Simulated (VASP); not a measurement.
# BN (P2_1/m) in VASP: further runs

Runs on BN. Level: r2SCAN. Tasks: single point.

All numbers are computed with VASP 6.6.1; they aren't measurements. Logs are shortened: lines on timing, memory, paths and dates and some standing lists are left out, and cuts for length are marked.

## (1) The cell of the first run

The typed cell holds 4 atoms: a = 2.451 Å, b = 2.497 Å, c = 6.887 Å, α = 90.00°, β = 90.00°, γ = 119.38°.

## (2) Single point, r2SCAN (uniaxial strain along a: -2.0 %, then relaxed in part)

POSCAR

```
BN
1.0
    2.4509079152      0.0003648232      0.0000000000
   -1.2251299517      2.1753621299      0.0000000000
    0.0000000000      0.0000000000      6.8872825653
B N
2 2
Direct
    0.3306025934      0.6610633955      0.2500000000
    0.6693974066      0.3389366045      0.7500000000
    0.3377367986      0.6756983251      0.7500000000
    0.6622632014      0.3243016749      0.2500000000
```

INCAR.step1

```
SYSTEM = BN
  PREC = Accurate
  ENCUT = 520
  ISMEAR = 0
  SIGMA = 0.02
  LREAL = .False.
  LASPH = .True.
  NELM = 60
  NBANDS = 16
  GGA = PE
  ALGO = Normal
  EDIFF = 1E-4
  LWAVE = .True.
  LCHARG = .False.
```

INCAR.step2

```
SYSTEM = BN
  PREC = Accurate
  ENCUT = 520
  EDIFF = 1E-7
  ISMEAR = 0
  SIGMA = 0.02
  LREAL = .False.
  LASPH = .True.
  NELM = 60
  ALGO = Normal
  ISIF = 2
  LWAVE = .False.
  LCHARG = .True.
  METAGGA = R2SCAN
  LMIXTAU = .True.
  LELF = .True.
  LVHAR = .True.
  NBANDS = 16
  ISTART = 1
```

KPOINTS

```
Automatic mesh
0
Gamma
  12 12 4
  0 0 0
```

Potentials or basis: VASP PAW PBE potentials, release 64 (B, N).

The run is started by

```bash
$ cat potpaw_PBE.64/B/POTCAR potpaw_PBE.64/N/POTCAR > POTCAR
$ cp INCAR.step1 INCAR
$ mpirun -np 1 vasp_std > vasp.out
$ cp INCAR.step2 INCAR
$ mpirun -np 1 vasp_std > vasp.out
```

OUTCAR:

```text
SYSTEM = BN
   PREC = Accurate
   ENCUT = 520
   EDIFF = 1E-7
   ISMEAR = 0
   LREAL = .False.
   LASPH = .True.
   NELM = 60
   ISIF = 2
   METAGGA = R2SCAN
   ISTART = 1

 ion  position               nearest neighbor table
   1  0.331  0.661  0.250-   4 1.43   4 1.43   4 1.44
   2  0.669  0.339  0.750-   3 1.43   3 1.43   3 1.44
   3  0.338  0.676  0.750-   2 1.43   2 1.43   2 1.44
   4  0.662  0.324  0.250-   1 1.43   1 1.43   1 1.44

  LATTYP: Found a simple monoclinic cell.
 ALAT       =     2.4509079424
 B/A-ratio  =     2.8100943517
 C/A-ratio  =     1.0186537159
 COS(beta)  =    -0.4905844502

  Lattice vectors:

 A1 = (   2.4509079152,   0.0003648232,   0.0000000000)
 A2 = (   0.0000000000,   0.0000000000,  -6.8872825653)
 A3 = (  -1.2251299517,   2.1753621299,   0.0000000000)

Analysis of symmetry for initial positions (statically):
=====================================================================
 Subroutine PRICEL returns:
 Original cell was already a primitive cell.

 Routine SETGRP: Setting up the symmetry group for a
 simple monoclinic supercell.

 Subroutine GETGRP returns: Found  4 space group operations
 (whereof  2 operations were pure point group operations)
 out of a pool of  4 trial point group operations.

The static configuration has the point symmetry S_2 .
 The point group associated with its full space group is C_2h.

Analysis of symmetry for dynamics (positions and initial velocities):
=====================================================================
 Subroutine PRICEL returns:
 Original cell was already a primitive cell.

 Routine SETGRP: Setting up the symmetry group for a
 simple monoclinic supercell.

 Subroutine GETGRP returns: Found  4 space group operations
 (whereof  2 operations were pure point group operations)
 out of a pool of  4 trial point group operations.

The dynamic configuration has the point symmetry S_2 .
 The point group associated with its full space group is C_2h.

 Subroutine INISYM returns: Found  4 space group operations
 (whereof  2 operations are pure point group operations),
 and found     1 'primitive' translations

----------------------------------------------------------------------------------------

                                     Primitive cell

  volume of cell :      36.7234
[... 92 lines left out ...]
   NELM   =     60;   NELMIN=  2; NELMDL=  0     # of ELM steps
   EDIFF  = 0.1E-06   stopping-criterion for ELM
   LREAL  =      F    real-space projection
   EDIFFG = 0.1E-05   stopping-criterion for IOM
   NSW    =      0    number of steps for IOM
   IBRION =     -1    ionic relax: 0-MD 1-quasi-New 2-CG
   NFREE  =      0    steps in history (QN), initial steepest desc. (CG)
   ISIF   =      2    stress and relaxation
   ISYM   =      2    0-nonsym 1-usesym 2-fastsym
   POTIM  = 0.5000    time-step for ionic-motion
   TEBEG  =    0.0;   TEEND  =   0.0 temperature during run
   PSTRESS=    0.0 pullay stress
   NELECT =      16.0000    total number of electrons
   NUPDOWN=      -1.0000    fix difference up-down
   EMIN   =  10.00;   EMAX   =-10.00  energy-range for DOS
   EFERMI =   0.00;   METHOD = LEGACY
   ISMEAR =     0;   SIGMA  =   0.02  broadening in eV -4-tet -1-fermi 0-gaus
   EFERMI_NEDOS =   21; number of points for ismear=-14 and -15
   IALGO  =     38    algorithm
   IMIX   =      4    mixing-type and parameters
     AMIX     =   0.40;   BMIX     =  1.00
     AMIX_MAG =   1.60;   BMIX_MAG =  1.00
  volume/ion in A,a.u.               =       9.18        61.96
  Fermi-wavevector in a.u.,A,eV,Ry     =   1.241082  2.345305 20.956849  1.540285
  Thomas-Fermi vector in A             =   2.375495
   LORBIT       =      0    0 simple, 1 ext, 2 COOP (PROOUT), +10 PAW based schemes
   METAGGA = R2SCAN    functional components
   LHFCALC =     F    Hartree Fock is set to
   AEXX    =    0.0000 exact exchange contribution
   IVDW    =     0    specifies the selected vdW correction
   LEPSILON=     F    determine dielectric tensor
   LRPA    =     F    only Hartree local field effects (RPA)
 non-spin polarized calculation
 Gauss-broadening in eV      SIGMA  =   0.02
  energy-cutoff  :      520.00
  volume of cell :       36.72
 maximum number of plane-waves:      1006
   NGX =  9   NGY =  9   NGZ = 25

 number of electron      16.0000001 magnetization

 Free energy of the ion-electron system (eV)
  ---------------------------------------------------
  ext. energy  EPLUGINS =         0.00000000
  ---------------------------------------------------
  free energy    TOTEN  =       -38.55239480 eV

  energy without entropy =      -38.55239480  energy(sigma->0) =      -38.55239480

 E-fermi :   2.0159     XC(G=0): -10.5507

 val. band max:        1.8381775402   @ k =   0.3333   0.3333   0.5000
 cond. band min:       6.7056754502   @ k =   0.0000   0.5000   0.0000
 fundamental gap:      4.8674979100
 Fermi energy:         2.0158993575

 k-point     1 :       0.0000    0.0000    0.0000
  band No.  band energies     occupation
      1     -17.0920      2.00000
      2     -16.8756      2.00000
      3      -4.5253      2.00000
      4      -2.7119      2.00000
      5       0.3556      2.00000
      6       0.3828      2.00000
[... 433 lines left out ...]
      3      -6.5697      2.00000
      4      -6.5149      2.00000
      5      -3.8495      2.00000
      6      -3.7985      2.00000
[... 8 lines left out ...]
     15      18.0399      0.00000
     16      20.5390      0.00000

 [... further k-points ...]

------------------------ aborting loop because EDIFF is reached ----------------------------------------

  FORCE on cell =-STRESS in cart. coord.  units (eV):
  Direction    XX          YY          ZZ          XY          YZ          ZX
  --------------------------------------------------------------------------------------
  -------------------------------------------------------------------------------------
  Total        4.1944414      0.1526009     -0.0672282     -0.0235386      0.0000000      0.0000000
  in kB      182.9961042      6.6577074     -2.9330495     -1.0269458      0.0000000      0.0000000
  external PRESSURE =      62.2402540 kB  Pullay stress =       0.0000000 kB

 VOLUME and BASIS-vectors are now :
 -----------------------------------------------------------------------------
  energy-cutoff  :      520.00
  volume of cell :       36.72
      direct lattice vectors                 reciprocal lattice vectors
     2.450907915  0.000364823  0.000000000     0.407977864  0.229766756  0.000000000
    -1.225129952  2.175362130  0.000000000    -0.000068421  0.459655044  0.000000000
     0.000000000  0.000000000  6.887282565     0.000000000  0.000000000  0.145195146

 POSITION                                       TOTAL-FORCE (eV/Angst)
 -----------------------------------------------------------------------------------
      0.00039      1.43817      1.72182         0.000238      0.002267     -0.000000
      1.22539      0.73755      5.16546        -0.000238     -0.002267      0.000000
     -0.00006      1.47001      5.16546         0.000144      0.002655     -0.000000
      1.22583      0.70572      1.72182        -0.000144     -0.002655      0.000000
 -----------------------------------------------------------------------------------
    total drift:                               -0.000000      0.000000     -0.000000

  FREE ENERGIE OF THE ION-ELECTRON SYSTEM (eV)
  ---------------------------------------------------
  free  energy   TOTEN  =       -38.5523947954 eV

  energy  without entropy=      -38.5523947954  energy(sigma->0) =      -38.55239480
```

OUTCAR.step1:

```text
SYSTEM = BN
   PREC = Accurate
   ENCUT = 520
   ISMEAR = 0
   LREAL = .False.
   LASPH = .True.
   NELM = 60
[... 688 lines left out ...]
      1.22539      0.73755      5.16546         0.000130     -0.023619      0.000000
     -0.00006      1.47001      5.16546        -0.000016      0.023906      0.000000
      1.22583      0.70572      1.72182         0.000016     -0.023906     -0.000000
 -----------------------------------------------------------------------------------
    total drift:                               -0.000000      0.000000     -0.000000

  FREE ENERGIE OF THE ION-ELECTRON SYSTEM (eV)
  ---------------------------------------------------
  free  energy   TOTEN  =       -35.1128528240 eV

  energy  without entropy=      -35.1128528240  energy(sigma->0) =      -35.11285282
```

Run time: 11 min. Hardware: 1 thread of Intel Xeon 8259CL, shared host; peak memory 0.24 GiB.

What came out:

```yaml
Free_energy: -38.5524 eV
Pressure: 6.2 GPa
Band_gap_on_the_k_mesh: 4.87 eV (least direct gap 5.44 eV)
```

Forces on the atoms (eV/Å):
```
B    0.000  0.002  0.000
B    0.000 -0.002  0.000
N    0.000  0.003  0.000
N    0.000 -0.003  0.000
```

Stress tensor (GPa, compression positive):
```
18.30 -0.10  0.00
-0.10  0.67  0.00
 0.00  0.00 -0.29
```

Levels at points of the mesh, in eV from the valence-band top:
```tsv
k point	band 5	band 6	band 7	band 8	band 9	band 10	band 11	band 12
(0.00, 0.00, 0.00)	-1.48	-1.46	-1.16	-1.13	5.37	10.63	12.19	12.44
(0.50, 0.00, 0.00)	-4.47	-4.43	-1.30	-0.47	5.02	6.30	10.25	10.73
(0.00, 0.50, 0.00)	-4.02	-3.97	-1.49	-0.68	4.87	6.11	10.75	11.56
(0.50, 0.50, 0.00)	-4.48	-4.43	-1.29	-0.47	5.03	6.30	10.24	10.72
(0.00, 0.00, 0.50)	-1.47	-1.47	-1.15	-1.15	7.68	7.68	12.36	12.36
(0.50, 0.00, 0.50)	-4.45	-4.45	-0.88	-0.88	5.47	5.47	10.65	10.65
(0.00, 0.50, 0.50)	-3.99	-3.99	-1.07	-1.07	5.29	5.29	11.40	11.40
(0.50, 0.50, 0.50)	-4.46	-4.46	-0.87	-0.87	5.48	5.48	10.64	10.64
```

Caveat: the cell differs from its parent crystal (uniaxial strain along a: -2.0 %, then relaxed in part); the stress differs along the axes, from -0 to 18 GPa; the PAW data sets were made with another functional, which shifts forces and pressure a little.

## (3) Single point, r2SCAN

POSCAR is that of step 2.

INCAR.step1

```
ALGO = Normal
EDIFF = 1E-4
ENCUT = 520
GGA = PE
ISMEAR = 0
LASPH = True
LCHARG = False
LREAL = False
LWAVE = True
NBANDS = 16
NELM = 80
PREC = Accurate
SIGMA = 0.02
```

INCAR.step2

```
ALGO = Normal
EDIFF = 1E-7
ENCUT = 520
ISIF = 2
ISMEAR = 0
ISTART = 1
LASPH = True
LCHARG = True
LELF = True
LMIXTAU = True
LREAL = False
LVHAR = True
LWAVE = False
METAGGA = R2SCAN
NBANDS = 16
NELM = 80
PREC = Accurate
SIGMA = 0.02
```

KPOINTS

```
k-points
0
Gamma
  12 12 4
```

Potentials or basis: VASP PAW PBE potentials, release 64 (B, N).

The run is started by

```bash
$ cat potpaw_PBE.64/B/POTCAR potpaw_PBE.64/N/POTCAR > POTCAR
$ cp INCAR.step1 INCAR
$ mpirun -np 1 vasp_std > vasp.out
$ cp INCAR.step2 INCAR
$ mpirun -np 1 vasp_std > vasp.out
```

OUTCAR:

```text
EDIFF = 1E-7
   ENCUT = 520
   ISIF = 2
   ISMEAR = 0
   ISTART = 1
   LASPH = True
   LREAL = False
   METAGGA = R2SCAN
   NELM = 80
   PREC = Accurate

 ion  position               nearest neighbor table
   1  0.331  0.661  0.250-   4 1.43   4 1.43   4 1.44
   2  0.669  0.339  0.750-   3 1.43   3 1.43   3 1.44
   3  0.338  0.676  0.750-   2 1.43   2 1.43   2 1.44
   4  0.662  0.324  0.250-   1 1.43   1 1.43   1 1.44

  LATTYP: Found a simple monoclinic cell.
 ALAT       =     2.4509079424
 B/A-ratio  =     2.8100943517
 C/A-ratio  =     1.0186537159
 COS(beta)  =    -0.4905844502

  Lattice vectors:

 A1 = (   2.4509079152,   0.0003648232,   0.0000000000)
 A2 = (   0.0000000000,   0.0000000000,  -6.8872825653)
 A3 = (  -1.2251299517,   2.1753621299,   0.0000000000)

Analysis of symmetry for initial positions (statically):
=====================================================================
 Subroutine PRICEL returns:
 Original cell was already a primitive cell.

 Routine SETGRP: Setting up the symmetry group for a
 simple monoclinic supercell.

 Subroutine GETGRP returns: Found  4 space group operations
 (whereof  2 operations were pure point group operations)
 out of a pool of  4 trial point group operations.

The static configuration has the point symmetry S_2 .
 The point group associated with its full space group is C_2h.

Analysis of symmetry for dynamics (positions and initial velocities):
=====================================================================
 Subroutine PRICEL returns:
 Original cell was already a primitive cell.

 Routine SETGRP: Setting up the symmetry group for a
 simple monoclinic supercell.

 Subroutine GETGRP returns: Found  4 space group operations
[... 125 lines left out ...]
   IALGO  =     38    algorithm
   IMIX   =      4    mixing-type and parameters
     AMIX     =   0.40;   BMIX     =  1.00
     AMIX_MAG =   1.60;   BMIX_MAG =  1.00
  volume/ion in A,a.u.               =       9.18        61.96
  Fermi-wavevector in a.u.,A,eV,Ry     =   1.241082  2.345305 20.956849  1.540285
  Thomas-Fermi vector in A             =   2.375495
   LORBIT       =      0    0 simple, 1 ext, 2 COOP (PROOUT), +10 PAW based schemes
   METAGGA = R2SCAN    functional components
   LHFCALC =     F    Hartree Fock is set to
   AEXX    =    0.0000 exact exchange contribution
   IVDW    =     0    specifies the selected vdW correction
   LEPSILON=     F    determine dielectric tensor
   LRPA    =     F    only Hartree local field effects (RPA)
 non-spin polarized calculation
 Gauss-broadening in eV      SIGMA  =   0.02
  energy-cutoff  :      520.00
  volume of cell :       36.72
 maximum number of plane-waves:      1006
   NGX =  9   NGY =  9   NGZ = 25

 number of electron      16.0000001 magnetization

 Free energy of the ion-electron system (eV)
  ---------------------------------------------------
  ext. energy  EPLUGINS =         0.00000000
  ---------------------------------------------------
  free energy    TOTEN  =       -38.55239480 eV

  energy without entropy =      -38.55239480  energy(sigma->0) =      -38.55239480

 E-fermi :   2.0159     XC(G=0): -10.5507

 val. band max:        1.8381775402   @ k =   0.3333   0.3333   0.5000
 cond. band min:       6.7056754502   @ k =   0.0000   0.5000   0.0000
 fundamental gap:      4.8674979100
 Fermi energy:         2.0158993575

 k-point     1 :       0.0000    0.0000    0.0000
  band No.  band energies     occupation
      1     -17.0920      2.00000
      2     -16.8756      2.00000
      3      -4.5253      2.00000
      4      -2.7119      2.00000
      5       0.3556      2.00000
      6       0.3828      2.00000
[... 433 lines left out ...]
      3      -6.5697      2.00000
      4      -6.5149      2.00000
      5      -3.8495      2.00000
      6      -3.7985      2.00000
[... 8 lines left out ...]
     15      18.0399      0.00000
     16      20.5390      0.00000

 [... further k-points ...]

------------------------ aborting loop because EDIFF is reached ----------------------------------------

  FORCE on cell =-STRESS in cart. coord.  units (eV):
  Direction    XX          YY          ZZ          XY          YZ          ZX
  --------------------------------------------------------------------------------------
  -------------------------------------------------------------------------------------
  Total        4.1944414      0.1526009     -0.0672282     -0.0235386      0.0000000      0.0000000
  in kB      182.9961042      6.6577074     -2.9330495     -1.0269458      0.0000000      0.0000000
  external PRESSURE =      62.2402540 kB  Pullay stress =       0.0000000 kB

 VOLUME and BASIS-vectors are now :
 -----------------------------------------------------------------------------
  energy-cutoff  :      520.00
  volume of cell :       36.72
      direct lattice vectors                 reciprocal lattice vectors
     2.450907915  0.000364823  0.000000000     0.407977864  0.229766756  0.000000000
    -1.225129952  2.175362130  0.000000000    -0.000068421  0.459655044  0.000000000
     0.000000000  0.000000000  6.887282565     0.000000000  0.000000000  0.145195146

 POSITION                                       TOTAL-FORCE (eV/Angst)
 -----------------------------------------------------------------------------------
      0.00039      1.43817      1.72182         0.000238      0.002267     -0.000000
      1.22539      0.73755      5.16546        -0.000238     -0.002267      0.000000
     -0.00006      1.47001      5.16546         0.000144      0.002655     -0.000000
      1.22583      0.70572      1.72182        -0.000144     -0.002655      0.000000
 -----------------------------------------------------------------------------------
    total drift:                               -0.000000      0.000000     -0.000000

  FREE ENERGIE OF THE ION-ELECTRON SYSTEM (eV)
  ---------------------------------------------------
  free  energy   TOTEN  =       -38.5523947954 eV

  energy  without entropy=      -38.5523947954  energy(sigma->0) =      -38.55239480
```

Run time: 12 min. Hardware: 1 thread of Intel Xeon 8259CL, shared host; peak memory 0.24 GiB.

What came out:

```yaml
Free_energy: -38.5524 eV
Pressure: 6.2 GPa
Band_gap_on_the_k_mesh: 4.87 eV (least direct gap 5.44 eV)
```

Forces in eV/Å, atoms in the order of the input:
```
B    0.000  0.002  0.000
B    0.000 -0.002  0.000
N    0.000  0.003  0.000
N    0.000 -0.003  0.000
```

Stress tensor (GPa, compression positive):
```
18.30 -0.10  0.00
-0.10  0.67  0.00
 0.00  0.00 -0.29
```

Caveat: the stress differs along the axes, from -0 to 18 GPa; the PAW data sets were made with another functional, which shifts forces and pressure a little. A k mesh can miss the band edges.

(Part 1 of 3 ends here.)
